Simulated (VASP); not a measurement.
# NiO (o1) (I4/mmm) in VASP: single point with PBE

Aim: the single point of NiO (o1) with PBE.

Everything below comes from runs of VASP 6.6.1. Logs are shortened: lines on timing, memory, paths and dates and some standing lists are left out, and cuts for length are marked.

## 1. The cell of the first run

The structure is tetragonal, space group I4/mmm (No. 139). The conventional cell has a = 2.887 Å, b = 2.887 Å, c = 4.102 Å, α = 90.00°, β = 90.00°, γ = 90.00°. Within 2.7 Å of Ni (site symmetry 4/mmm) lie 6 O at 2.04 to 2.05 Å. Within 2.7 Å of O (site symmetry 4/mmm) lie 6 Ni at 2.04 to 2.05 Å.

## 2. Single point, PBE, collinear spin, antiferromagnetic start (volume scaled by 0.91, then relaxed in part)

Input file INCAR:

```
SYSTEM = NiO
PREC = Accurate
ENCUT = 520
EDIFF = 1E-6
ISMEAR = 0
SIGMA = 0.1
LREAL = .False.
LASPH = .True.
NELM = 150
ALGO = Normal
ISIF = 2
LWAVE = .False.
LCHARG = .True.
ISPIN = 2
MAGMOM = 1.6 -1.6 0 0
LORBIT = 11
LMAXMIX = 4
GGA = PE
LELF = .True.
LVHAR = .True.
NBANDS = 28
```

Input file KPOINTS:

```
Automatic mesh
0
Gamma
  14 14 10
  0 0 0
```

Input file POSCAR:

```
NiO
1.0
    0.0000000000      2.0412577918     -2.0412577918
    0.0000000000      2.0412577918      2.0412577918
    4.1020586345      0.0000000000      0.0000000000
Ni O
2 2
Direct
    0.0000000000      0.0000000000      0.0000000000
    0.5000000000      0.5000000000      0.5000000000
    0.0000000000      1.0000000000      0.5000000000
    0.5000000000      1.5000000000      1.0000000000
```

Potentials or basis: VASP PAW PBE potentials, release 64 (Ni, O).

Command:

```console
$ cat potpaw_PBE.64/Ni/POTCAR potpaw_PBE.64/O/POTCAR > POTCAR
$ mpirun -np 1 vasp_std > vasp.out
```

OUTCAR:

```text
SYSTEM = NiO
   PREC = Accurate
   ENCUT = 520
   EDIFF = 1E-6
   ISMEAR = 0
   LREAL = .False.
   LASPH = .True.
   NELM = 150
   ISIF = 2
   ISPIN = 2
   LORBIT = 11
   GGA = PE

 ion  position               nearest neighbor table
   1  0.000  0.000  0.000-   4 2.04   4 2.04   4 2.04   4 2.04   3 2.05   3 2.05   2 2.89   2 2.89
                             2 2.89   2 2.89   2 2.89   2 2.89   2 2.89   2 2.89
   2  0.500  0.500  0.500-   3 2.04   3 2.04   3 2.04   3 2.04   4 2.05   4 2.05   1 2.89   1 2.89
                             1 2.89   1 2.89   1 2.89   1 2.89   1 2.89   1 2.89
   3  0.000  0.000  0.500-   2 2.04   2 2.04   2 2.04   2 2.04   1 2.05   1 2.05
   4  0.500  0.500  0.000-   1 2.04   1 2.04   1 2.04   1 2.04   2 2.05   2 2.05

  LATTYP: Found a simple tetragonal cell.
 ALAT       =     2.8867744535
 C/A-ratio  =     1.4209834196

  Lattice vectors:

 A1 = (   0.0000000000,   2.0412577918,  -2.0412577918)
 A2 = (   0.0000000000,   2.0412577918,   2.0412577918)
 A3 = (   4.1020586345,   0.0000000000,   0.0000000000)

Analysis of symmetry for initial positions (statically):
=====================================================================
 Subroutine PRICEL returns following result:

  LATTYP: Found a body centered tetragonal cell.
 ALAT       =     2.8867744535
 C/A-ratio  =     1.4209834196
[... 12 lines left out ...]
 Subroutine GETGRP returns: Found 16 space group operations
 (whereof 16 operations were pure point group operations)
 out of a pool of 16 trial point group operations.

The static configuration has the point symmetry D_4h.

Analysis of symmetry for dynamics (positions and initial velocities):
=====================================================================
 Subroutine PRICEL returns following result:

  LATTYP: Found a body centered tetragonal cell.
 ALAT       =     2.8867744535
 C/A-ratio  =     1.4209834196
[... 12 lines left out ...]
 Subroutine GETGRP returns: Found 16 space group operations
 (whereof 16 operations were pure point group operations)
 out of a pool of 16 trial point group operations.

The dynamic configuration has the point symmetry D_4h.

Analysis of structural, dynamic, and magnetic symmetry:
=====================================================================
 Subroutine PRICEL returns following result:

  LATTYP: Found a body centered tetragonal cell.
 ALAT       =     2.8867744535
 C/A-ratio  =     1.4209834196
[... 12 lines left out ...]
 Subroutine GETGRP returns: Found 16 space group operations
 (whereof 16 operations were pure point group operations)
 out of a pool of 16 trial point group operations.

The overall configuration has the point symmetry D_4h.

 Subroutine INISYM returns: Found 16 space group operations
 (whereof 16 operations are pure point group operations),
 and found     2 'primitive' translations

[... 121 lines left out ...]
   AEXX    =    0.0000 exact exchange contribution
   IVDW    =     0    specifies the selected vdW correction
   LEPSILON=     F    determine dielectric tensor
   LRPA    =     F    only Hartree local field effects (RPA)
 spin polarized calculation
 Gauss-broadening in eV      SIGMA  =   0.10
  energy-cutoff  :      520.00
  volume of cell :       34.18
 maximum number of plane-waves:       934
 NGX is ok and might be reduce to    24
   NGX = 11   NGY = 11   NGZ = 15

 number of electron      32.0000039 magnetization       0.0000000

 number of electron      32.0000039 magnetization      -0.0000000

 Free energy of the ion-electron system (eV)
  ---------------------------------------------------
  ext. energy  EPLUGINS =         0.00000000
  ---------------------------------------------------
  free energy    TOTEN  =       -22.72344375 eV

  energy without entropy =      -22.70329697  energy(sigma->0) =      -22.71337036

 E-fermi :   8.9305     XC(G=0): -13.0592

 val. band max:        8.9265698506   @ k =   0.2143   0.1429   0.5000
 cond. band min:       8.9311644678   @ k =   0.3571   0.3571   0.2000
 fundamental gap:      0.0045946172
 Fermi energy:         8.9304917643

 spin component 1

 k-point     1 :       0.0000    0.0000    0.0000
  band No.  band energies     occupation
      1     -12.0528      1.00000
      2     -10.4372      1.00000
      3       1.4675      1.00000
      4       4.2928      1.00000
      5       4.2928      1.00000
      6       5.4339      1.00000
[... 733 lines left out ...]
     27      26.8255      0.00000
     28      30.6014      0.00000

 [... further k-points ...]

 spin component 2

 k-point     1 :       0.0000    0.0000    0.0000
  band No.  band energies     occupation
      1     -12.0528      1.00000
      2     -10.4372      1.00000
      3       1.4675      1.00000
      4       4.2928      1.00000
      5       4.2928      1.00000
      6       5.4339      1.00000
[... 733 lines left out ...]
     27      26.8255      0.00000
     28      30.6014      0.00000

 [... further k-points ...]
[... 5 lines left out ...]
  --------------------------------------------------------------------------------------
  -------------------------------------------------------------------------------------
  Total        3.6376042      3.6221025      3.6221025     -0.0000000      0.0000000     -0.0000000
  in kB      170.4898216    169.7632742    169.7632742     -0.0000000      0.0000000     -0.0000000
  external PRESSURE =     170.0054567 kB  Pullay stress =       0.0000000 kB

 VOLUME and BASIS-vectors are now :
 -----------------------------------------------------------------------------
  energy-cutoff  :      520.00
  volume of cell :       34.18
      direct lattice vectors                 reciprocal lattice vectors
     0.000000000  2.041257792 -2.041257792     0.000000000  0.244947014 -0.244947014
     0.000000000  2.041257792  2.041257792     0.000000000  0.244947014  0.244947014
     4.102058634  0.000000000  0.000000000     0.243780036  0.000000000  0.000000000

 POSITION                                       TOTAL-FORCE (eV/Angst)
 -----------------------------------------------------------------------------------
      0.00000      0.00000      0.00000        -0.000000     -0.000000     -0.000000
      2.05103      2.04126      0.00000         0.000000      0.000000     -0.000000
      2.05103      0.00000      0.00000        -0.000000      0.000000     -0.000000
      0.00000      2.04126      0.00000         0.000000     -0.000000      0.000000
 -----------------------------------------------------------------------------------
    total drift:                               -0.000000     -0.000000     -0.000000

  FREE ENERGIE OF THE ION-ELECTRON SYSTEM (eV)
  ---------------------------------------------------
  free  energy   TOTEN  =       -22.7234437453 eV

  energy  without entropy=      -22.7032969687  energy(sigma->0) =      -22.71337036

 total charge

# of ion       s       p       d       tot
------------------------------------------
    1        0.351   0.451   8.334   9.137
    2        0.351   0.451   8.334   9.137
    3        1.564   3.433   0.000   4.997
    4        1.564   3.433   0.000   4.997
--------------------------------------------------
tot          3.831   7.769  16.668  28.268

 magnetization (x)

# of ion       s       p       d       tot
------------------------------------------
    1        0.015   0.017   1.041   1.073
    2       -0.015  -0.017  -1.041  -1.073
    3       -0.010  -0.050   0.000  -0.059
    4        0.010   0.050   0.000   0.059
--------------------------------------------------
tot          0.000   0.000   0.000   0.000
```

OSZICAR:

```text
N       E                     dE             d eps       ncg     rms          rms(c)
DAV:   1     0.252892989311E+03    0.25289E+03   -0.14626E+04 25704   0.154E+03
DAV:   2    -0.294182499946E+01   -0.25583E+03   -0.22972E+03 24884   0.341E+02
DAV:   3    -0.266497870432E+02   -0.23708E+02   -0.22209E+02 26652   0.112E+02
DAV:   4    -0.271107949847E+02   -0.46101E+00   -0.45902E+00 25884   0.158E+01
[... 15 lines left out ...]
DAV:  20    -0.227234428502E+02   -0.49437E-05   -0.39860E-05 36656   0.103E-01    0.453E-03
DAV:  21    -0.227234429930E+02   -0.14277E-06   -0.20423E-05 32004   0.117E-01    0.448E-03
DAV:  22    -0.227234438332E+02   -0.84027E-06   -0.13031E-05 29132   0.100E-01    0.185E-03
DAV:  23    -0.227234437453E+02    0.87995E-07   -0.30118E-06 24288   0.307E-02
   1 F= -.22723444E+02 E0= -.22713370E+02  d E =-.201468E-01  mag=    -0.0000
```

stdout:

```text
POSCAR found type information on POSCAR NiO
 POSCAR found :  2 types and       4 ions
 scaLAPACK will be used
 LDA part: xc-table for (Slater+PW92), standard interpolation
 POSCAR, INCAR and KPOINTS ok, starting setup
 FFT: planning ... GRIDC
 FFT: planning ... GRID_SOFT
 FFT: planning ... GRID
 WAVECAR not read
 entering main loop
```

Run time: 6.1 min. Hardware: 1 thread of Intel Xeon Platinum 8488C (Sapphire Rapids), shared host; peak memory 0.37 GiB.

What came out:

```yaml
Free_energy: -22.7234 eV
Pressure: 17.0 GPa
Band_gap_on_the_k_mesh: zero (filled and empty bands overlap)
Net_moment: 0.00 μB per cell
Site_moments: Ni +1.07, -1.07; O -0.06, +0.06 μB
Valence_electrons_inside_the_program's_atomic_spheres: Ni 9.14; O 5.00
```

Caveat: semilocal functionals often make such compounds metallic where correlation or magnetic order opens a gap, which also shifts bond lengths.
